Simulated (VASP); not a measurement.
CdHg2Se3: single point with PBE

CdHg2Se3:

```xyz
6
Lattice="3.6763 -2.3664 0.0000 3.6763 2.3664 0.0000 -0.9861 0.0000 10.0152" Properties=species:S:1:pos:R:3 pbc="T T T"
Cd    3.6763    0.6499    0.0000
Hg    4.0376   -1.6899    6.7165
Hg    2.3288   -1.6899    3.2987
Se    3.1832   -0.0522    5.0076
Se    5.2929   -0.9754    1.5431
Se    1.0736   -0.9754    8.4721
```

```
Program             : VASP 6.6.1
Task                : single point
Functional          : PBE
Potentials or basis : VASP PAW PBE potentials, release 64 (Cd, Hg, Se)
Cutoff              : 520 eV
k mesh              : 8 × 8 × 4
Occupations         : gaussian, width 0.02 eV
Spin                : no spin polarisation
```

- Pressure: 0.3 GPa
- Largest force: 0.088 eV/Å
- Band gap on the k mesh: 0.95 eV (least direct gap 0.98 eV)

Forces in eV/Å, atoms in the order of the input:
```
Cd   0.000  0.005  0.000
Hg   0.006 -0.001 -0.004
Hg  -0.006 -0.001  0.004
Se   0.000  0.088  0.000
Se  -0.019 -0.046 -0.026
Se   0.019 -0.046  0.026
```

Stress tensor (GPa, compression positive):
```
0.17 0.00 0.12
0.00 0.36 0.00
0.12 0.00 0.36
```

Levels at points of the mesh, in eV from the valence-band top:
```
           k point  band 23  band 24  band 25  band 26  band 27  band 28  band 29  band 30  band 31  band 32
(0.00, 0.00, 0.00)    -1.13    -0.89    -0.47    -0.30    -0.03     0.95     2.72     2.92     3.96     4.53
(0.50, 0.00, 0.00)    -2.00    -1.55    -1.22    -0.62    -0.45     1.58     2.54     2.77     3.56     5.42
(0.50, 0.50, 0.00)    -2.12    -1.92    -1.24    -1.18    -0.99     1.76     2.55     2.62     3.00     4.50
(0.00, 0.00, 0.50)    -0.98    -0.93    -0.46    -0.30     0.00     1.78     2.00     2.71     3.93     5.52
(0.50, 0.00, 0.50)    -2.17    -1.52    -1.17    -0.64    -0.45     1.68     2.45     3.22     3.40     5.09
(0.50, 0.50, 0.50)    -2.02    -1.89    -1.88    -1.17    -0.76     1.84     2.50     2.54     3.72     3.97
```

Wall time 3.7 min on 1 thread of Intel(R) Xeon(R) 6975P-C (Granite Rapids), on a shared host, peak memory 0.62 GiB.

Caveat: spin-orbit coupling is left out, which moves the levels of the heavy elements. A k mesh can miss the band edges.
